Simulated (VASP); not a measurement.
# BiB (Imm2) in VASP: further runs

BiB is run at these levels: PBE, r2SCAN; tasks: single point.

Everything below comes from runs of VASP 6.6.1. Logs are shortened: lines on timing, memory, paths and dates and some standing lists are left out, and cuts for length are marked.

## (1) The cell of the first run

Symmetry: Imm2, No. 44, orthorhombic system. The conventional cell has a = 3.838 Å, b = 3.926 Å, c = 5.490 Å, α = 90.00°, β = 90.00°, γ = 90.00°. Within 3.1 Å of B (site symmetry mm2) lie 4 Bi at 2.37 to 2.39 Å. Within 3.1 Å of Bi (site symmetry mm2) lie 4 B at 2.37 to 2.39 Å.

## (2) Single point, PBE (shear xy strain +2.3%)

Contents of INCAR:

```
PREC = Accurate
ENCUT = 520
EDIFF = 1E-6
ISMEAR = -1
SIGMA = 0.02
LREAL = F
LASPH = T
NELM = 100
ALGO = Normal
ISIF = 2
LWAVE = F
LCHARG = T
GGA = PE
LELF = T
LVHAR = T
NBANDS = 16
```

Contents of KPOINTS:

```
Automatic mesh
0
Gamma
  8 8 8
```

Contents of POSCAR:

```
BiB
1.0
    0.0311543252      2.7448744688      2.7448744688
    2.7448744688      0.0311543252      2.7448744688
    2.7760287940      2.7760287940      0.0000000000
B Bi
1 1
Direct
    0.0011628996      0.0011628996     -0.0011628996
    0.2488371004      0.2488371004      0.2511628996
```

Potentials or basis: VASP PAW PBE potentials, release 64 (B, Bi_d).

Command:

```sh
$ cat potpaw_PBE.64/B/POTCAR potpaw_PBE.64/Bi_d/POTCAR > POTCAR
$ mpirun -np 1 vasp_std > vasp.out
```

OUTCAR:

```text
PREC = Accurate
   ENCUT = 520
   EDIFF = 1E-6
   ISMEAR = -1
   LREAL = F
   LASPH = T
   NELM = 100
   ISIF = 2
   GGA = PE

 ion  position               nearest neighbor table
   1  0.001  0.001  0.999-   2 2.37   2 2.37   2 2.39   2 2.39
   2  0.249  0.249  0.251-   1 2.37   1 2.37   1 2.39   1 2.39

  LATTYP: Found a body centered orthorhombic cell.
 ALAT       =     3.8377798316
 B/A-ratio  =     1.0229606028
 C/A-ratio  =     1.4304491603

  Lattice vectors:

 A1 = (   2.7448744688,   0.0311543252,  -2.7448744688)
 A2 = (  -2.7448744688,  -0.0311543252,  -2.7448744688)
 A3 = (   0.0311543252,   2.7448744688,   2.7448744688)

Analysis of symmetry for initial positions (statically):
=====================================================================
 Subroutine PRICEL returns:
 Original cell was already a primitive cell.

 Routine SETGRP: Setting up the symmetry group for a
 body centered orthorhombic supercell.

 Subroutine GETGRP returns: Found  4 space group operations
 (whereof  4 operations were pure point group operations)
 out of a pool of  8 trial point group operations.

The static configuration has the point symmetry C_2v.

Analysis of symmetry for dynamics (positions and initial velocities):
=====================================================================
 Subroutine PRICEL returns:
 Original cell was already a primitive cell.

 Routine SETGRP: Setting up the symmetry group for a
 body centered orthorhombic supercell.

 Subroutine GETGRP returns: Found  4 space group operations
 (whereof  4 operations were pure point group operations)
 out of a pool of  8 trial point group operations.

The dynamic configuration has the point symmetry C_2v.

 Subroutine INISYM returns: Found  4 space group operations
 (whereof  4 operations are pure point group operations),
 and found     1 'primitive' translations

----------------------------------------------------------------------------------------

                                     Primitive cell

  volume of cell :      41.3563

  direct lattice vectors                    reciprocal lattice vectors
     0.031154325  2.744874469  2.744874469    -0.184248918  0.184248918  0.182157693
     2.744874469  0.031154325  2.744874469     0.184248918 -0.184248918  0.182157693
     2.776028794  2.776028794  0.000000000     0.180113406  0.180113406 -0.182157693

  length of vectors
     3.881963716  3.881963716  3.925897570     0.317925703  0.317925703  0.313150288

  position of ions in fractional coordinates (direct lattice)
     0.001162900  0.001162900  0.998837100
     0.248837100  0.248837100  0.251162900

  ion indices of the primitive-cell ions
   primitive index   ion index
                 1           1
                 2           2

----------------------------------------------------------------------------------------

 KPOINTS: Automatic mesh

Automatic generation of k-mesh.
 Grid dimensions read from file:
 generate k-points for:    8    8    8

 Generating k-lattice:

  Cartesian coordinates                     Fractional coordinates (reciprocal lattice)
    -0.023031115  0.023031115  0.022769712     0.125000000  0.000000000  0.000000000
     0.023031115 -0.023031115  0.022769712     0.000000000  0.125000000  0.000000000
     0.022514176  0.022514176 -0.022769712     0.000000000  0.000000000  0.125000000

  Length of vectors
     0.039740713  0.039740713  0.039143786

  Shift w.r.t. Gamma in fractional coordinates (k-lattice)
     0.000000000  0.000000000  0.000000000

 Subroutine IBZKPT returns following result:
 ===========================================

 Found     95 irreducible k-points:

 Following reciprocal coordinates:
            Coordinates               Weight
  0.000000  0.000000  0.000000      1.000000
  0.125000 -0.000000  0.000000      4.000000
  0.250000 -0.000000  0.000000      4.000000
  0.375000  0.000000  0.000000      4.000000
  0.500000 -0.000000  0.000000      2.000000
  0.125000  0.125000  0.000000      2.000000
[... 16 lines left out ...]
  0.125000  0.000000  0.125000      4.000000
  0.250000  0.000000  0.125000      8.000000
 [... further k-points ...]
   k-points           NKPTS =     95   k-points in BZ     NKDIM =     95   number of bands    NBANDS=     16
   number of dos      NEDOS =    301   number of ions     NIONS =      2
   total plane-waves  NPLWV =  27000
   dimension x,y,z NGX =    30 NGY =   30 NGZ =   30
   dimension x,y,z NGXF=    60 NGYF=   60 NGZF=   60
   ions per type =               1   1
   NGX,Y,Z   is equivalent  to a cutoff of  12.85, 12.85, 12.70 a.u.
   NGXF,Y,Z  is equivalent  to a cutoff of  25.70, 25.70, 25.41 a.u.
 SYSTEM =  unknown system
   PREC   = accura    normal or accurate (medium, high low for compatibility)
   ISTART =      0    job   : 0-new  1-cont  2-samecut
   ICHARG =      2    charge: 1-file 2-atom 10-const
   ISPIN  =      1    spin polarized calculation?
   LNONCOLLINEAR =      F non collinear calculations
   LSORBIT =      F    spin-orbit coupling
   LASPH  =      T    aspherical Exc in radial PAW
   ENCUT  =  520.0 eV  38.22 Ry    6.18 a.u.   7.22  7.22  7.30*2*pi/ulx,y,z
   NELM   =    100;   NELMIN=  2; NELMDL= -5     # of ELM steps
   EDIFF  = 0.1E-05   stopping-criterion for ELM
   LREAL  =      F    real-space projection
   EDIFFG = 0.1E-04   stopping-criterion for IOM
   NSW    =      0    number of steps for IOM
   IBRION =     -1    ionic relax: 0-MD 1-quasi-New 2-CG
   NFREE  =      0    steps in history (QN), initial steepest desc. (CG)
   ISIF   =      2    stress and relaxation
   ISYM   =      2    0-nonsym 1-usesym 2-fastsym
   POTIM  = 0.5000    time-step for ionic-motion
   TEBEG  =    0.0;   TEEND  =   0.0 temperature during run
   PSTRESS=    0.0 pullay stress
   NELECT =      18.0000    total number of electrons
   NUPDOWN=      -1.0000    fix difference up-down
   EMIN   =  10.00;   EMAX   =-10.00  energy-range for DOS
   EFERMI =   0.00;   METHOD = LEGACY
   ISMEAR =    -1;   SIGMA  =   0.02  broadening in eV -4-tet -1-fermi 0-gaus
   EFERMI_NEDOS =   21; number of points for ismear=-14 and -15
   IALGO  =     38    algorithm
   IMIX   =      4    mixing-type and parameters
     AMIX     =   0.40;   BMIX     =  1.00
     AMIX_MAG =   1.60;   BMIX_MAG =  1.00
  volume/ion in A,a.u.               =      20.68       139.54
  Fermi-wavevector in a.u.,A,eV,Ry     =   1.240657  2.344502 20.942502  1.539230
  Thomas-Fermi vector in A             =   2.375089
   LORBIT       =      0    0 simple, 1 ext, 2 COOP (PROOUT), +10 PAW based schemes
   GGA     = PE    functional components
   LHFCALC =     F    Hartree Fock is set to
   AEXX    =    0.0000 exact exchange contribution
   IVDW    =     0    specifies the selected vdW correction
   LEPSILON=     F    determine dielectric tensor
   LRPA    =     F    only Hartree local field effects (RPA)
 non-spin polarized calculation
  energy-cutoff  :      520.00
  volume of cell :       41.36
 maximum number of plane-waves:      1127
 NGX is ok and might be reduce to    30
   NGX = 15   NGY = 15   NGZ = 15

 number of electron      17.9999998 magnetization

 Free energy of the ion-electron system (eV)
  ---------------------------------------------------
  ext. energy  EPLUGINS =         0.00000000
  ---------------------------------------------------
  free energy    TOTEN  =        -8.98447073 eV

  energy without entropy =       -8.98446101  energy(sigma->0) =       -8.98446587

 E-fermi :   7.2976     XC(G=0): -10.0265

 val. band max:        7.2060383817   @ k =   0.0000   0.0000   0.0000
 cond. band min:       7.3947075180   @ k =   0.0000   0.0000   0.0000
 fundamental gap:      0.1886691363
 Fermi energy:         7.2976071205

 k-point     1 :       0.0000    0.0000    0.0000
  band No.  band energies     occupation
      1     -15.9961      2.00000
      2     -15.9959      2.00000
      3     -15.9944      2.00000
      4     -15.9121      2.00000
      5     -15.9121      2.00000
      6      -7.0004      2.00000
[... 8 lines left out ...]
     15      17.6058      0.00000
     16      17.7009      0.00000

 k-point     2 :       0.1250   -0.0000    0.0000
  band No.  band energies     occupation
      1     -15.9942      2.00000
      2     -15.9899      2.00000
      3     -15.9887      2.00000
      4     -15.9121      2.00000
      5     -15.9116      2.00000
      6      -6.7964      2.00000
[... 8 lines left out ...]
     15      16.6796      0.00000
     16      16.8269      0.00000

 k-point     3 :       0.2500   -0.0000    0.0000
  band No.  band energies     occupation
      1     -15.9928      2.00000
      2     -15.9781      2.00000
      3     -15.9762      2.00000
      4     -15.9086      2.00000
      5     -15.9067      2.00000
      6      -6.2104      2.00000
[... 8 lines left out ...]
     15      16.3400      0.00000
     16      16.5793      0.00000

 k-point     4 :       0.3750    0.0000    0.0000
  band No.  band energies     occupation
      1     -15.9919      2.00000
      2     -15.9723      2.00000
      3     -15.9700      2.00000
      4     -15.8990      2.00000
      5     -15.8953      2.00000
      6      -5.3835      2.00000
[... 8 lines left out ...]
     15      17.2117      0.00000
     16      17.5329      0.00000
[... 324 lines left out ...]
 k-point    22 :       0.0000    0.0000    0.1250
  band No.  band energies     occupation
      1     -15.9949      2.00000
      2     -15.9904      2.00000
      3     -15.9886      2.00000
      4     -15.9119      2.00000
      5     -15.9115      2.00000
      6      -6.8050      2.00000
[... 8 lines left out ...]
     15      16.7698      0.00000
     16      16.9191      0.00000

 k-point    23 :       0.1250    0.0000    0.1250
  band No.  band energies     occupation
      1     -16.0013      2.00000
      2     -15.9835      2.00000
      3     -15.9831      2.00000
      4     -15.9167      2.00000
      5     -15.9076      2.00000
      6      -6.7335      2.00000
[... 8 lines left out ...]
     15      15.2989      0.00000
     16      18.3110      0.00000

 k-point    24 :       0.2500    0.0000    0.1250
  band No.  band energies     occupation
      1     -16.0030      2.00000
      2     -15.9714      2.00000
      3     -15.9691      2.00000
      4     -15.9194      2.00000
      5     -15.9017      2.00000
      6      -6.2691      2.00000
[... 8 lines left out ...]
     15      16.3138      0.00000
     16      17.8088      0.00000

 [... further k-points ...]
[... 5 lines left out ...]
  --------------------------------------------------------------------------------------
  -------------------------------------------------------------------------------------
  Total        0.3288691      0.3288691      0.3144361     -0.4536250      0.0000000      0.0000000
  in kB       12.7406676     12.7406676     12.1815198    -17.5738167      0.0000000      0.0000000
  external PRESSURE =      12.5542850 kB  Pullay stress =       0.0000000 kB

 VOLUME and BASIS-vectors are now :
 -----------------------------------------------------------------------------
  energy-cutoff  :      520.00
  volume of cell :       41.36
      direct lattice vectors                 reciprocal lattice vectors
     0.031154325  2.744874469  2.744874469    -0.184248918  0.184248918  0.182157693
     2.744874469  0.031154325  2.744874469     0.184248918 -0.184248918  0.182157693
     2.776028794  2.776028794  0.000000000     0.180113406  0.180113406 -0.182157693

 POSITION                                       TOTAL-FORCE (eV/Angst)
 -----------------------------------------------------------------------------------
      2.77603      2.77603      0.00638        -0.000000     -0.000000      0.008596
      1.38801      1.38801      1.36605         0.000000      0.000000     -0.008596
 -----------------------------------------------------------------------------------
    total drift:                                0.000000      0.000000     -0.000194

  FREE ENERGIE OF THE ION-ELECTRON SYSTEM (eV)
  ---------------------------------------------------
  free  energy   TOTEN  =        -8.9844707274 eV

  energy  without entropy=       -8.9844610061  energy(sigma->0) =       -8.98446587
```

Wall time 67 s (1 thread of Intel Xeon Platinum 8375C at 2.90GHz (Ice Lake), shared host); peak memory 0.21 GiB.

What came out:

```
Free energy            : -8.9845 eV
Pressure               : 1.3 GPa
Largest force          : 0.009 eV/Å
Band gap on the k mesh : 0.19 eV, direct
```

Forces on the atoms (eV/Å):
```
B    0.000  0.000  0.009
Bi   0.000  0.000 -0.009
```

Stress tensor (GPa, compression positive):
```
 1.27 -1.76  0.00
-1.76  1.27  0.00
 0.00  0.00  1.22
```

Caveat: the cell differs from its parent crystal (shear xy strain +2.3%); spin-orbit coupling is left out, which moves the levels of the heavy elements. A k mesh can miss the band edges.

## (3) Single point, r2SCAN (shear xy strain +2.3%)

POSCAR is that of step 2.

Contents of INCAR.step1:

```
SYSTEM = BiB
PREC     = Accurate       ! precision mode
ENCUT    = 520            ! plane-wave cutoff, eV
ISMEAR   = 0              ! smearing method
SIGMA    = 0.01           ! smearing width, eV
LREAL    = .FALSE.        ! projectors in reciprocal space
LASPH    = .TRUE.         ! aspherical terms in the spheres
NELM     = 100            ! most SCF steps
NBANDS   = 16             ! bands
GGA      = PE             ! functional
ALGO     = Normal         ! electronic algorithm
EDIFF    = 1E-4           ! SCF threshold, eV
LWAVE    = .TRUE.         ! write WAVECAR
LCHARG   = .FALSE.        ! write CHGCAR
```

Contents of INCAR.step2:

```
SYSTEM = BiB
PREC     = Accurate       ! precision mode
ENCUT    = 520            ! plane-wave cutoff, eV
EDIFF    = 1E-6           ! SCF threshold, eV
ISMEAR   = 0              ! smearing method
SIGMA    = 0.01           ! smearing width, eV
LREAL    = .FALSE.        ! projectors in reciprocal space
LASPH    = .TRUE.         ! aspherical terms in the spheres
NELM     = 100            ! most SCF steps
ALGO     = Normal         ! electronic algorithm
ISIF     = 2              ! what is computed and relaxed
LWAVE    = .FALSE.        ! write WAVECAR
LCHARG   = .TRUE.         ! write CHGCAR
METAGGA  = R2SCAN         ! meta-GGA
LMIXTAU  = .TRUE.       
LELF     = .TRUE.         ! ELF
LVHAR    = .TRUE.       
NBANDS   = 16             ! bands
ISTART   = 1
```

Contents of KPOINTS:

```
regular mesh
0
G
  8 8 8
  0 0 0
```

Potentials or basis: VASP PAW PBE potentials, release 64 (B, Bi_d).

Command:

```sh
$ cat potpaw_PBE.64/B/POTCAR potpaw_PBE.64/Bi_d/POTCAR > POTCAR
$ cp INCAR.step1 INCAR
$ mpirun -np 1 vasp_std > vasp.out
$ cp INCAR.step2 INCAR
$ mpirun -np 1 vasp_std > vasp.out
```

Run time: 3.7 min. Hardware: 1 thread of Intel Xeon Platinum 8375C at 2.90GHz (Ice Lake), shared host; peak memory 0.21 GiB.

The run converged. Its results:

* Free energy: -64.3030 eV
* Pressure: 0.0 GPa
* Band gap on the k mesh: 0.30 eV, direct

Stress tensor (GPa, compression positive):
```
-0.01 -1.83  0.00
-1.83 -0.01  0.00
 0.00  0.00 -0.07
```

Levels at points of the mesh, in eV from the valence-band top:
```
           k point  band 7  band 8  band 9  band 10  band 11  band 12
(0.00, 0.00, 0.00)   -0.15   -0.08    0.00     0.30     2.72     2.88
(0.50, 0.00, 0.00)   -8.21   -1.88   -1.83     0.33     4.24     4.31
(0.50, 0.50, 0.00)   -8.44   -3.89   -3.61     0.78     1.22     8.94
(0.00, 0.00, 0.50)   -8.23   -1.76   -1.70     0.57     4.35     4.42
(0.50, 0.00, 0.50)   -8.44   -3.75   -3.75     0.93     1.06     8.81
```

Caveat: the cell differs from its parent crystal (shear xy strain +2.3%); the PAW data sets were made with another functional, which shifts forces and pressure a little; spin-orbit coupling is left out, which moves the levels of the heavy elements.
